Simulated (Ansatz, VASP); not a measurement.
Two plane-wave programs on KF

Contents of INCAR:

```
SYSTEM = KF
PREC     = Accurate       ! precision mode
ENCUT    = 520            ! plane-wave cutoff, eV
EDIFF    = 1E-6           ! SCF threshold, eV
ISMEAR   = 0              ! smearing method
SIGMA    = 0.05           ! smearing width, eV
LREAL    = .False.        ! projectors in reciprocal space
LASPH    = .True.         ! aspherical terms in the spheres
NELM     = 80             ! most SCF steps
ALGO     = Normal         ! electronic algorithm
ISIF     = 2              ! what is computed and relaxed
LWAVE    = .False.        ! write WAVECAR
LCHARG   = .False.        ! write CHGCAR
GGA      = PE             ! functional
NBANDS   = 15             ! bands
```

The input KPOINTS:

```
Automatic mesh
0
Gamma
  8 8 8
  0 0 0
```

The input POSCAR:

```
KF
1.0
    3.2063820164      0.0000000000      0.0000000000
    0.0000000000      3.2063820164      0.0000000000
    0.0000000000      0.0000000000      3.3667011172
K F
1 1
Direct
    0.0000000000      0.0000000000      0.0000000000
    0.5000000000      0.5000000000      0.5000000000
```

Input for Ansatz:

```yaml
crystal:
  lattice:
    - [3.2063820164, 0.0, 0.0]
    - [0.0, 3.2063820164, 0.0]
    - [0.0, 0.0, 3.3667011172]
  atoms:
    - { symbol: K, position: [0.0, 0.0, 0.0] }
    - { symbol: F, position: [0.5, 0.5, 0.5] }
basis:
  ecutwfc: 420
kpoints:
  mp_grid: { grid: [8, 8, 8] }
hamiltonian:
  xc: pbe
scf:
  occupations: { method: gaussian, width: 0.05 }
output:
  forces: true
  stress: true
  eigenvalues: true
```

Alike in both runs: task single point; functional PBE; k mesh 8 × 8 × 8; occupations gaussian, width 0.05 eV; no spin polarisation.

```csv
,VASP,Ansatz
version,VASP 6.6.1,Ansatz 0.2.0
potentials or method,"VASP PAW PBE potentials, release 64 (K_sv, F), cutoff 520 eV","scalar-relativistic, plane waves, PAW"
valence electrons in the cell,16,16
```

Ansatz gave:

| Property | Result |
| --- | --- |
| gap on the k mesh at the Fermi level (eV) | 6.20 |
| least direct gap on the mesh (eV) | 6.25 |
| pressure (GPa) | 0.0 |
| traceless stress, the component that is largest in VASP (GPa) | -2.77 |

Question: Which values does VASP return?

Answer: gap on the k mesh at the Fermi level (eV): 6.18; least direct gap on the mesh (eV): 6.23; pressure (GPa): 0.0; traceless stress, the component that is largest in VASP (GPa): -2.78.

The functional is the same, so the differences come from potentials, cutoffs and numerics.
